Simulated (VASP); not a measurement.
# MgO (P6_3/mmc) in VASP: a series of runs

The runs below take MgO through single point, with LDA.

Program: VASP 6.6.1. These are calculated values, not measurements. Logs are shortened: lines on timing, memory, paths and dates and some standing lists are left out, and cuts for length are marked.

### Step 1. The cell of the first run

The structure is hexagonal, space group P6_3/mmc (No. 194). The conventional cell has a = 3.486 Å, b = 3.486 Å, c = 4.178 Å, α = 90.00°, β = 90.00°, γ = 120.00°. Mg (site symmetry -6m2) has 5 O at 2.01 to 2.09 Å within 2.7 Å. O (site symmetry -6m2) has 5 Mg at 2.01 to 2.09 Å within 2.7 Å.

### Step 2. Single point, LDA

File INCAR:

```
ALGO     = Normal         # electronic algorithm
EDIFF    = 1E-6           # SCF threshold, eV
ENCUT    = 750            # plane-wave cutoff, eV
GGA_COMPAT= F            
ISIF     = 2              # what is computed and relaxed
ISMEAR   = 0              # smearing method
LASPH    = T              # aspherical terms in the spheres
LCHARG   = T              # write CHGCAR
LELF     = T              # ELF
LREAL    = F              # projectors in reciprocal space
LVHAR    = T            
LWAVE    = F              # write WAVECAR
NBANDS   = 24             # bands
NELM     = 120            # most SCF steps
PREC     = Accurate       # precision mode
SIGMA    = 0.05           # smearing width, eV
```

File KPOINTS:

```
k-points
0
Gamma
  6 6 6
```

File POSCAR:

```
MgO
1.0
    3.4863778627      0.0000000000      0.0000000000
   -1.7431889314      3.0192917963      0.0000000000
    0.0000000000      0.0000000000      4.1780412200
Mg O
2 2
Direct
    0.6666666667      0.3333333333      0.7500000000
    0.3333333333      0.6666666667      0.2500000000
    0.6666666667      0.3333333333      0.2500000000
    0.3333333333      0.6666666667      0.7500000000
```

Potentials or basis: VASP PAW LDA potentials, release 64 (Mg_sv, O).

Launch:

```bash
$ cat potpaw_LDA.64/Mg_sv/POTCAR potpaw_LDA.64/O/POTCAR > POTCAR
$ mpirun -np 1 vasp_std > vasp.out
```

OUTCAR:

```text
EDIFF = 1E-6
   ENCUT = 750
   ISIF = 2
   ISMEAR = 0
   LASPH = T
   LREAL = F
   NELM = 120
   PREC = Accurate

 ion  position               nearest neighbor table
   1  0.667  0.333  0.750-   4 2.01   4 2.01   4 2.01   3 2.09   3 2.09
   2  0.333  0.667  0.250-   3 2.01   3 2.01   3 2.01   4 2.09   4 2.09
   3  0.667  0.333  0.250-   2 2.01   2 2.01   2 2.01   1 2.09   1 2.09
   4  0.333  0.667  0.750-   1 2.01   1 2.01   1 2.01   2 2.09   2 2.09

  LATTYP: Found a hexagonal cell.
 ALAT       =     3.4863778627
 C/A-ratio  =     1.1983902447

  Lattice vectors:

 A1 = (   3.4863778627,   0.0000000000,   0.0000000000)
 A2 = (  -1.7431889314,   3.0192917963,   0.0000000000)
 A3 = (   0.0000000000,   0.0000000000,   4.1780412200)

Analysis of symmetry for initial positions (statically):
=====================================================================
 Subroutine PRICEL returns:
 Original cell was already a primitive cell.

 Routine SETGRP: Setting up the symmetry group for a
 hexagonal supercell.

 Subroutine GETGRP returns: Found 24 space group operations
 (whereof 12 operations were pure point group operations)
 out of a pool of 24 trial point group operations.

The static configuration has the point symmetry D_3d.
 The point group associated with its full space group is D_6h.

Analysis of symmetry for dynamics (positions and initial velocities):
=====================================================================
 Subroutine PRICEL returns:
 Original cell was already a primitive cell.

 Routine SETGRP: Setting up the symmetry group for a
 hexagonal supercell.

 Subroutine GETGRP returns: Found 24 space group operations
 (whereof 12 operations were pure point group operations)
 out of a pool of 24 trial point group operations.

The dynamic configuration has the point symmetry D_3d.
 The point group associated with its full space group is D_6h.

 Subroutine INISYM returns: Found 24 space group operations
 (whereof 12 operations are pure point group operations),
 and found     1 'primitive' translations

----------------------------------------------------------------------------------------

                                     Primitive cell

  volume of cell :      43.9797

  direct lattice vectors                    reciprocal lattice vectors
     3.486377863  0.000000000  0.000000000     0.286830642  0.165601748  0.000000000
    -1.743188931  3.019291796  0.000000000     0.000000000  0.331203497  0.000000000
     0.000000000  0.000000000  4.178041220     0.000000000  0.000000000  0.239346609

  length of vectors
     3.486377863  3.486377863  4.178041220     0.331203497  0.331203497  0.239346609

  position of ions in fractional coordinates (direct lattice)
     0.666666667  0.333333333  0.750000000
     0.333333333  0.666666667  0.250000000
     0.666666667  0.333333333  0.250000000
     0.333333333  0.666666667  0.750000000

  ion indices of the primitive-cell ions
   primitive index   ion index
                 1           1
                 2           2
                 3           3
                 4           4

----------------------------------------------------------------------------------------

 KPOINTS: k-points

Automatic generation of k-mesh.
 Grid dimensions read from file:
 generate k-points for:    6    6    6

 Generating k-lattice:

  Cartesian coordinates                     Fractional coordinates (reciprocal lattice)
     0.047805107  0.027600291  0.000000000     0.166666667  0.000000000  0.000000000
     0.000000000  0.055200583  0.000000000     0.000000000  0.166666667  0.000000000
     0.000000000  0.000000000  0.039891102     0.000000000  0.000000000  0.166666667

  Length of vectors
     0.055200583  0.055200583  0.039891102

  Shift w.r.t. Gamma in fractional coordinates (k-lattice)
     0.000000000  0.000000000  0.000000000

 Subroutine IBZKPT returns following result:
 ===========================================

 Found     28 irreducible k-points:

 Following reciprocal coordinates:
            Coordinates               Weight
  0.000000  0.000000  0.000000      1.000000
  0.166667 -0.000000  0.000000      6.000000
  0.333333 -0.000000  0.000000      6.000000
  0.500000 -0.000000  0.000000      3.000000
  0.166667  0.166667  0.000000      6.000000
  0.333333  0.166667  0.000000     12.000000
[... 16 lines left out ...]
  0.166667 -0.000000  0.500000      6.000000
  0.333333 -0.000000  0.500000      6.000000
 [... further k-points ...]
   k-points           NKPTS =     28   k-points in BZ     NKDIM =     28   number of bands    NBANDS=     24
   number of dos      NEDOS =    301   number of ions     NIONS =      4
   total plane-waves  NPLWV =  40960
   dimension x,y,z NGX =    32 NGY =   32 NGZ =   40
   dimension x,y,z NGXF=    64 NGYF=   64 NGZF=   80
   ions per type =               2   2
   NGX,Y,Z   is equivalent  to a cutoff of  15.26, 15.26, 15.92 a.u.
   NGXF,Y,Z  is equivalent  to a cutoff of  30.52, 30.52, 31.83 a.u.
 SYSTEM =  unknown system
   PREC   = accura    normal or accurate (medium, high low for compatibility)
   ISTART =      0    job   : 0-new  1-cont  2-samecut
   ICHARG =      2    charge: 1-file 2-atom 10-const
   ISPIN  =      1    spin polarized calculation?
   LNONCOLLINEAR =      F non collinear calculations
   LSORBIT =      F    spin-orbit coupling
   LASPH  =      T    aspherical Exc in radial PAW
   ENCUT  =  750.0 eV  55.12 Ry    7.42 a.u.   7.79  7.79  9.33*2*pi/ulx,y,z
   NELM   =    120;   NELMIN=  2; NELMDL= -5     # of ELM steps
   EDIFF  = 0.1E-05   stopping-criterion for ELM
   LREAL  =      F    real-space projection
   EDIFFG = 0.1E-04   stopping-criterion for IOM
   NSW    =      0    number of steps for IOM
   IBRION =     -1    ionic relax: 0-MD 1-quasi-New 2-CG
   NFREE  =      0    steps in history (QN), initial steepest desc. (CG)
   ISIF   =      2    stress and relaxation
   ISYM   =      2    0-nonsym 1-usesym 2-fastsym
   POTIM  = 0.5000    time-step for ionic-motion
   TEBEG  =    0.0;   TEEND  =   0.0 temperature during run
   PSTRESS=    0.0 pullay stress
   NELECT =      32.0000    total number of electrons
   NUPDOWN=      -1.0000    fix difference up-down
   EMIN   =  10.00;   EMAX   =-10.00  energy-range for DOS
   EFERMI =   0.00;   METHOD = LEGACY
   ISMEAR =     0;   SIGMA  =   0.05  broadening in eV -4-tet -1-fermi 0-gaus
   EFERMI_NEDOS =   21; number of points for ismear=-14 and -15
   IALGO  =     38    algorithm
   IMIX   =      4    mixing-type and parameters
     AMIX     =   0.40;   BMIX     =  1.00
     AMIX_MAG =   1.60;   BMIX_MAG =  1.00
  volume/ion in A,a.u.               =      10.99        74.20
  Fermi-wavevector in a.u.,A,eV,Ry     =   1.472451  2.782528 29.498938  2.168111
  Thomas-Fermi vector in A             =   2.587464
   LORBIT       =      0    0 simple, 1 ext, 2 COOP (PROOUT), +10 PAW based schemes
   GGA     = CA    functional components
   LHFCALC =     F    Hartree Fock is set to
   AEXX    =    0.0000 exact exchange contribution
   IVDW    =     0    specifies the selected vdW correction
   LEPSILON=     F    determine dielectric tensor
   LRPA    =     F    only Hartree local field effects (RPA)
 non-spin polarized calculation
 Gauss-broadening in eV      SIGMA  =   0.05
  energy-cutoff  :      750.00
  volume of cell :       43.98
 maximum number of plane-waves:      2077
 NGX is ok and might be reduce to    32
   NGX = 15   NGY = 15   NGZ = 19

 number of electron      31.9999997 magnetization

 Free energy of the ion-electron system (eV)
  ---------------------------------------------------
  ext. energy  EPLUGINS =         0.00000000
  ---------------------------------------------------
  free energy    TOTEN  =       -26.14443612 eV

  energy without entropy =      -26.14443612  energy(sigma->0) =      -26.14443612

 E-fermi :   1.7953     XC(G=0): -10.8901

 val. band max:        1.4237774962   @ k =   0.0000   0.0000   0.0000
 cond. band min:       4.7667233472   @ k =   0.0000   0.0000   0.0000
 fundamental gap:      3.3429458510
 Fermi energy:         1.7952751498

 k-point     1 :       0.0000    0.0000    0.0000
  band No.  band energies     occupation
      1     -69.8726      2.00000
      2     -69.8587      2.00000
      3     -37.4064      2.00000
      4     -37.3851      2.00000
      5     -37.3851      2.00000
      6     -37.3564      2.00000
[... 16 lines left out ...]
     23      16.7838      0.00000
     24      16.7902      0.00000

 k-point     2 :       0.1667   -0.0000    0.0000
  band No.  band energies     occupation
      1     -69.8715      2.00000
      2     -69.8591      2.00000
      3     -37.4012      2.00000
      4     -37.3880      2.00000
      5     -37.3873      2.00000
      6     -37.3616      2.00000
[... 16 lines left out ...]
     23      15.7900      0.00000
     24      16.0034      0.00000

 k-point     3 :       0.3333   -0.0000    0.0000
  band No.  band energies     occupation
      1     -69.8690      2.00000
      2     -69.8609      2.00000
      3     -37.3948      2.00000
      4     -37.3916      2.00000
      5     -37.3885      2.00000
      6     -37.3725      2.00000
[... 16 lines left out ...]
     23      15.2706      0.00000
     24      15.8632      0.00000
[... 514 lines left out ...]
 k-point    23 :       0.1667   -0.0000    0.5000
  band No.  band energies     occupation
      1     -69.8653      2.00000
      2     -69.8653      2.00000
      3     -37.3904      2.00000
      4     -37.3904      2.00000
      5     -37.3715      2.00000
      6     -37.3715      2.00000
[... 16 lines left out ...]
     23      16.7250      0.00000
     24      16.7250      0.00000

 k-point    24 :       0.3333   -0.0000    0.5000
  band No.  band energies     occupation
      1     -69.8649      2.00000
      2     -69.8649      2.00000
      3     -37.4082      2.00000
      4     -37.4082      2.00000
      5     -37.3734      2.00000
      6     -37.3734      2.00000
[... 16 lines left out ...]
     23      16.0700      0.00000
     24      16.0700      0.00000

 [... further k-points ...]

------------------------ aborting loop because EDIFF is reached ----------------------------------------

  FORCE on cell =-STRESS in cart. coord.  units (eV):
  Direction    XX          YY          ZZ          XY          YZ          ZX
  --------------------------------------------------------------------------------------
  -------------------------------------------------------------------------------------
  Total       -1.0773457     -1.0773457     -1.1367917      0.0000000      0.0000000      0.0000000
  in kB      -39.2476255    -39.2476255    -41.4132410      0.0000000      0.0000000      0.0000000
  external PRESSURE =     -39.9694973 kB  Pullay stress =       0.0000000 kB

 VOLUME and BASIS-vectors are now :
 -----------------------------------------------------------------------------
  energy-cutoff  :      750.00
  volume of cell :       43.98
      direct lattice vectors                 reciprocal lattice vectors
     3.486377863  0.000000000  0.000000000     0.286830642  0.165601748  0.000000000
    -1.743188931  3.019291796  0.000000000     0.000000000  0.331203497  0.000000000
     0.000000000  0.000000000  4.178041220     0.000000000  0.000000000  0.239346609

 POSITION                                       TOTAL-FORCE (eV/Angst)
 -----------------------------------------------------------------------------------
      1.74319      1.00643      3.13353         0.000000     -0.000000     -0.000000
     -0.00000      2.01286      1.04451        -0.000000      0.000000     -0.000000
      1.74319      1.00643      1.04451         0.000000     -0.000000      0.000000
     -0.00000      2.01286      3.13353        -0.000000      0.000000      0.000000
 -----------------------------------------------------------------------------------
    total drift:                               -0.000000     -0.000000     -0.000000

  FREE ENERGIE OF THE ION-ELECTRON SYSTEM (eV)
  ---------------------------------------------------
  free  energy   TOTEN  =       -26.1444361173 eV

  energy  without entropy=      -26.1444361173  energy(sigma->0) =      -26.14443612
```

It took 37 s on 1 thread of Intel Xeon Platinum 8259CL at 2.50GHz (Skylake/Cascade Lake), shared host; peak memory 0.18 GiB.

What came out:

| Item | Value |
| --- | --- |
| Free energy | -26.1444 eV |
| Pressure | -4.0 GPa |
| Band gap on the k mesh | 3.34 eV |

Levels at points of the mesh, in eV from the valence-band top:
```tsv
k point	band 13	band 14	band 15	band 16	band 17	band 18	band 19	band 20
(0.00, 0.00, 0.00)	-1.75	-0.81	-0.81	0.00	3.34	9.26	12.07	12.27
(0.50, 0.00, 0.00)	-2.37	-1.99	-1.32	-0.52	6.82	8.94	9.67	11.88
(0.00, 0.00, 0.50)	-1.30	-1.30	-1.30	-1.30	6.35	6.35	12.63	12.63
(0.50, 0.00, 0.50)	-1.55	-1.55	-0.83	-0.83	7.15	7.15	11.79	11.79
```

Caveat: the cell stands under tension.

### Step 3. Single point, LDA

File INCAR:

```
PREC = Accurate
ENCUT = 750
EDIFF = 1E-6
ISMEAR = 0
SIGMA = 0.05
LREAL = False
LASPH = True
NELM = 120
ALGO = Normal
ISIF = 2
LWAVE = False
LCHARG = True
GGA = CA
LELF = True
LVHAR = True
NBANDS = 24
GGA_COMPAT = False
```

File KPOINTS:

```
regular mesh
0
Gamma
  12 12 6
```

POSCAR is that of step 2.

Potentials or basis: VASP PAW LDA potentials, release 64 (Mg_sv, O).

Launch:

```bash
$ cat potpaw_LDA.64/Mg_sv/POTCAR potpaw_LDA.64/O/POTCAR > POTCAR
$ mpirun -np 1 vasp_std > vasp.out
```

It took 41 s on 1 thread of Intel Xeon 6975P-C (Granite Rapids), shared host; peak memory 0.23 GiB.

The run converged. Its results:

- Free energy: -26.1445 eV
- Pressure: -4.0 GPa
- Band gap on the k mesh: 3.34 eV

Stress tensor (GPa, compression positive):
```
-3.92  0.00  0.00
 0.00 -3.92  0.00
 0.00  0.00 -4.14
```

Levels at points of the mesh, in eV from the valence-band top:
| k point | band 12 | band 13 | band 14 | band 15 | band 16 | band 17 | band 18 | band 19 | band 20 | band 21 |
| --- | --- | --- | --- | --- | --- | --- | --- | --- | --- | --- |
| (0.00, 0.00, 0.00) | -1.75 | -1.75 | -0.81 | -0.81 | 0.00 | 3.34 | 9.26 | 12.07 | 12.27 | 12.27 |
| (0.50, 0.00, 0.00) | -2.40 | -2.37 | -1.99 | -1.32 | -0.52 | 6.82 | 8.94 | 9.67 | 11.88 | 12.74 |
| (0.00, 0.00, 0.50) | -2.46 | -1.30 | -1.30 | -1.30 | -1.30 | 6.35 | 6.35 | 12.63 | 12.63 | 12.63 |
| (0.50, 0.00, 0.50) | -3.94 | -1.55 | -1.55 | -0.83 | -0.83 | 7.15 | 7.15 | 11.79 | 11.79 | 13.84 |

Caveat: the cell stands under tension.
